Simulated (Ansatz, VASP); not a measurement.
**One calculation of HfPb3, two programs**

```
Hf Pb
1.0
     4.78517    0.00000    0.00000
     0.00000    4.78517    0.00000
     0.00000    0.00000    4.78517
Hf Pb
1 3
Direct
  0.00000 0.00000 0.00000
  0.00000 0.50000 0.50000
  0.50000 0.00000 0.50000
  0.50000 0.50000 0.00000
```

Alike in both runs: task relaxation of cell and atoms; functional PBE; k mesh 10 × 10 × 10; occupations gaussian, width 0.1 eV; no spin polarisation.

```csv
,VASP,Ansatz
version,VASP 6.6.1,Ansatz 0.2.0
potentials or method,"VASP PAW PBE potentials, release 64 (Hf_pv, Pb_d), cutoff 600 eV","scalar-relativistic, plane waves, PAW"
valence electrons in the cell,52,68
```

|  | VASP | Ansatz | Ansatz less VASP |
| --- | --- | --- | --- |
| gap on the k mesh at the Fermi level, each at its own relaxed structure (eV) | none | none | - |
| relaxed volume (Å³/atom) | 27.52 | 27.58 | +0.061 |
| relaxed length of the cell vector where the two differ most in proportion (Å) | 4.793 | 4.796 | +0.0036 |

A gap of «none» marks a metal or a gap that the smearing closes. VASP's potentials hold 52 valence electrons a cell and Ansatz's 68, so a difference there can come from the potentials and not from the codes.

Neither program's run includes spin-orbit coupling.
